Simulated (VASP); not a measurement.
Write the native input for VASP 6.6.1 that does the following.

```yaml
Task: single point
Functional: PBE
Potentials_or_basis: VASP PAW PBE potentials, release 64 (Si, W_sv)
Cutoff: 520 eV
k_mesh: 8 × 8 × 8
Occupations: gaussian, width 0.1 eV
Spin: no spin polarisation
Dipole_correction: no
Further_INCAR_settings: ALGO = Fast; EDIFF = 1e-06; NBANDS = 38
```

The structure of SiW4 lies in POSCAR:

```
SiW4
1.0
    4.7651032079      0.0000000000      0.0000000000
    0.0000000000      4.7651032079      0.0000000000
    0.0000000000      0.0000000000      4.7651032079
Si W
1 4
Direct
    0.0000000000      0.0000000000      0.0000000000
    0.0000000000      0.5000000000      0.5000000000
    0.5000000000      0.0000000000      0.5000000000
    0.5000000000      0.5000000000      0.0000000000
    0.5000000000      0.5000000000      0.5000000000
```

One way to write it, as run:

INCAR

```
SYSTEM = SiW4
  PREC = Accurate
  ENCUT = 520
  EDIFF = 1E-6
  ISMEAR = 0
  SIGMA = 0.1
  LREAL = .False.
  LASPH = .True.
  NELM = 100
  ALGO = Fast
  ISIF = 2
  LWAVE = .False.
  LCHARG = .True.
  GGA = PE
  LELF = .True.
  LVHAR = .True.
  NBANDS = 38
```

KPOINTS

```
regular mesh
0
Gamma
  8 8 8
  0 0 0
```

Potentials or basis: VASP PAW PBE potentials, release 64 (Si, W_sv).

Run with:

```sh
$ cat potpaw_PBE.64/Si/POTCAR potpaw_PBE.64/W_sv/POTCAR > POTCAR
$ mpirun -np 1 vasp_std > vasp.out
```

Results of the run:

```yaml
Pressure: 0.9 GPa
Band_gap_on_the_k_mesh: zero (band 30 reaches 7.25 eV, above the bottom of band 31 at 6.60 eV)
```

Caveat: spin-orbit coupling is left out, which moves the levels of the heavy elements.

It took 64 s on 1 thread of Intel(R) Xeon(R) 6975P-C (Granite Rapids) (shared host), peak memory 0.27 GiB.
